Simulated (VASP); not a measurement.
Wanted: the native input for a VASP 6.6.1 run.

```yaml
Task: single point
Functional: PBEsol
Potentials_or_basis: VASP PAW PBE potentials, release 64 (Si, C)
Cutoff: 520 eV
k_mesh: 12 × 12 × 12
Occupations: gaussian, width 0.05 eV
Spin: no spin polarisation
Dipole_correction: no
Further_INCAR_settings: ALGO = Normal; EDIFF = 1e-06; NBANDS = 11
```

The structure of SiC lies in POSCAR:

```
SiC
1.0
    0.0000000000      2.2225304981      2.2225304981
    2.2225304981      0.0000000000      2.2225304981
    2.1359999774      2.1359999774      0.0865305207
Si C
1 1
Direct
    0.0000000000      0.0000000000      0.0000000000
    0.7500000000      0.7500000000      0.7500000000
```

The input as run:

INCAR

```
SYSTEM = SiC
ALGO = Normal ; EDIFF = 1E-6
ENCUT = 520 ; GGA = PS
ISIF = 2 ; ISMEAR = 0
LASPH = .TRUE. ; LCHARG = .FALSE.
LREAL = .FALSE. ; LWAVE = .FALSE.
NBANDS = 11 ; NELM = 100
PREC = Accurate ; SIGMA = 0.05
```

KPOINTS

```
k-points
0
G
  12 12 12
  0 0 0
```

Potentials or basis: VASP PAW PBE potentials, release 64 (Si, C).

Launch:

```sh
$ cat potpaw_PBE.64/Si/POTCAR potpaw_PBE.64/C/POTCAR > POTCAR
$ mpirun -np 1 vasp_std > vasp.out
```

Results of the run:

| Quantity | Value |
| --- | --- |
| Pressure | 1.5 GPa |
| Largest force | 0.797 eV/Å |
| Band gap on the k mesh | 0.98 eV, indirect (least direct gap 4.03 eV) |

Caveat: the PAW data sets were made with another functional, which shifts forces and pressure a little.

It took 19 s on 1 thread of Intel Xeon 6975P-C (shared host), peak memory 0.16 GiB.
